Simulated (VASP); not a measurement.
Here is a VASP 6.6.1 calculation.

INCAR

```
PREC     = Accurate       # precision mode
ENCUT    = 520            # plane-wave cutoff, eV
EDIFF    = 1E-6           # SCF threshold, eV
ISMEAR   = -1             # smearing method
SIGMA    = 0.05           # smearing width, eV
LREAL    = False          # projectors in reciprocal space
LASPH    = True           # aspherical terms in the spheres
NELM     = 100            # most SCF steps
ALGO     = Normal         # electronic algorithm
ISIF     = 2              # what is computed and relaxed
LWAVE    = False          # write WAVECAR
LCHARG   = False          # write CHGCAR
GGA      = PS             # functional
NBANDS   = 21             # bands
```

KPOINTS

```
Automatic mesh
0
Gamma
  9 9 9
```

File POSCAR:

```
Sn
1.0
   -2.8881994759      2.8881994759      1.5586821399
    2.8881994759     -2.8881994759      1.5586821399
    2.8881994759      2.8881994759     -1.5586821399
Sn
2
Direct
    0.0000000000      0.0000000000      0.0000000000
    0.7500000000      0.2500000000      0.5000000000
```

Potentials or basis: VASP PAW PBE potentials, release 64 (Sn_d).

Command:

```sh
$ cat potpaw_PBE.64/Sn_d/POTCAR > POTCAR
$ mpirun -np 1 vasp_std > vasp.out
```

(1) Predict the pressure.

(2) Estimate the band gap on the k mesh.

## Answers

(1) 2.0 GPa.

(2) zero (band 14 reaches 9.59 eV, above the bottom of band 15 at 5.39 eV).

Caveat: the PAW data sets were made with another functional, which shifts forces and pressure a little; spin-orbit coupling is left out, which moves the levels of the heavy elements.
